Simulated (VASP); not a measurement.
Wanted: the native input for a VASP 6.6.1 run.

| Item | Value |
| --- | --- |
| Task | single point |
| Functional | r2SCAN |
| Potentials or basis | VASP PAW PBE potentials, release 64 (Ti_sv, O) |
| Cutoff | 520 eV |
| k mesh | 10 × 10 × 10 |
| Occupations | fermi-dirac, width 0.02 eV |
| Spin | no spin polarisation |
| Dipole correction | no |
| Further INCAR settings | ALGO = Normal; EDIFF = 1e-06; NBANDS = 33 |

Crystal: TiO2.

```
Ti O
1.0
    -1.90159    1.90159    4.82603
     1.90159   -1.90159    4.82603
     1.90159    1.90159   -4.82603
Ti O
2 4
Direct
  0.00000 0.00000 0.00000
  0.75000 0.25000 0.50000
  0.20644 0.20644 0.00000
  0.95644 0.45644 0.50000
  0.54356 0.04356 0.50000
  0.79356 0.79356 0.00000
```

The input as run:

POSCAR

```
TiO2
1.0
   -1.9015902700      1.9015902700      4.8260266100
    1.9015902700     -1.9015902700      4.8260266100
    1.9015902700      1.9015902700     -4.8260266100
Ti O
2 4
Direct
    0.0000000000      0.0000000000      0.0000000000
    0.7500000000      0.2500000000      0.5000000000
    0.2064355666      0.2064355666      0.0000000000
    0.9564355666      0.4564355666      0.5000000000
    0.5435644334      0.0435644334      0.5000000000
    0.7935644334      0.7935644334      0.0000000000
```

INCAR.step1

```
SYSTEM = TiO2
PREC = Accurate
ENCUT = 520
ISMEAR = -1
SIGMA = 0.02
LREAL = .FALSE.
LASPH = .TRUE.
NELM = 100
NBANDS = 33
GGA = PE
ALGO = Normal
EDIFF = 1E-4
LWAVE = .TRUE.
LCHARG = .FALSE.
```

INCAR.step2

```
SYSTEM = TiO2
PREC = Accurate
ENCUT = 520
EDIFF = 1E-6
ISMEAR = -1
SIGMA = 0.02
LREAL = .FALSE.
LASPH = .TRUE.
NELM = 100
ALGO = Normal
ISIF = 2
LWAVE = .FALSE.
LCHARG = .TRUE.
METAGGA = R2SCAN
LMIXTAU = .TRUE.
LELF = .TRUE.
LVHAR = .TRUE.
NBANDS = 33
ISTART = 1
```

KPOINTS

```
regular mesh
0
G
  10 10 10
  0 0 0
```

Potentials or basis: VASP PAW PBE potentials, release 64 (Ti_sv, O).

The run is started by

```console
$ cat potpaw_PBE.64/Ti_sv/POTCAR potpaw_PBE.64/O/POTCAR > POTCAR
$ cp INCAR.step1 INCAR
$ mpirun -np 1 vasp_std > vasp.out
$ cp INCAR.step2 INCAR
$ mpirun -np 1 vasp_std > vasp.out
```

Results of the run:

| Item | Value |
| --- | --- |
| Pressure | -2.9 GPa |
| Largest force | 0.030 eV/Å |
| Band gap on the k mesh | 2.54 eV (least direct gap 2.84 eV) |

Caveat: the PAW data sets were made with another functional, which shifts forces and pressure a little.

Run time: 55 min on 1 thread of Oxide Virtual Turin-like Processor, on a shared host, peak memory 0.36 GiB.
